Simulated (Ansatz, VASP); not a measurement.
MgO: VASP beside Ansatz

The input INCAR:

```
PREC = Accurate
ENCUT = 600
EDIFF = 1E-6
ISMEAR = -1
SIGMA = 0.03
LREAL = False
LASPH = True
NELM = 120
ALGO = Normal
ISIF = 2
LWAVE = False
LCHARG = False
GGA = PE
NBANDS = 11
GGA_COMPAT = False
```

Contents of KPOINTS:

```
regular mesh
0
Gamma
  7 7 7
```

Contents of POSCAR:

```
MgO
1.0
    0.0000000000      2.0970013927      2.0970013927
    2.0970013927      0.0000000000      2.0970013927
    2.0970013927      2.0970013927      0.0000000000
Mg O
1 1
Direct
    0.0000000000      0.0000000000      0.0000000000
    0.5000000000      0.5000000000      0.5000000000
```

Contents of input.yaml:

```yaml
crystal:
  lattice:
    - [0.0, 2.0970013927, 2.0970013927]
    - [2.0970013927, 0.0, 2.0970013927]
    - [2.0970013927, 2.0970013927, 0.0]
  atoms:
    - { symbol: Mg, position: [0.0, 0.0, 0.0] }
    - { symbol: O, position: [0.5, 0.5, 0.5] }
kpoints:
  mp_grid: { grid: [7, 7, 7] }
scf:
  occupations: { method: fermi_dirac, width: 0.03 }
hamiltonian:
  xc: pbe
  pseudopotentials: { kind: all_electron, lapw: { basis_error: 0.004 } }
output:
  forces: true
  stress: true
  eigenvalues: true
```

Alike in both runs: task single point; functional PBE; k mesh 7 × 7 × 7; occupations fermi-dirac, width 0.03 eV; no spin polarisation.

```csv
,VASP,Ansatz
version,VASP 6.6.1,Ansatz 0.2.0
potentials or method,"VASP PAW PBE potentials, release 64 (Mg, O), cutoff 600 eV","all-electron LAPW, scalar-relativistic"
```

|  | VASP | Ansatz | Ansatz less VASP |
| --- | --- | --- | --- |
| gap on the k mesh at the Fermi level (eV) | 4.85 | 4.86 | +0.010 |
| least direct gap on the mesh (eV) | 4.85 | 4.86 | +0.010 |
| pressure (GPa) | 5.9 | 7.0 | +1.06 |

Ansatz ran all-electron here, and VASP with PAW potentials.
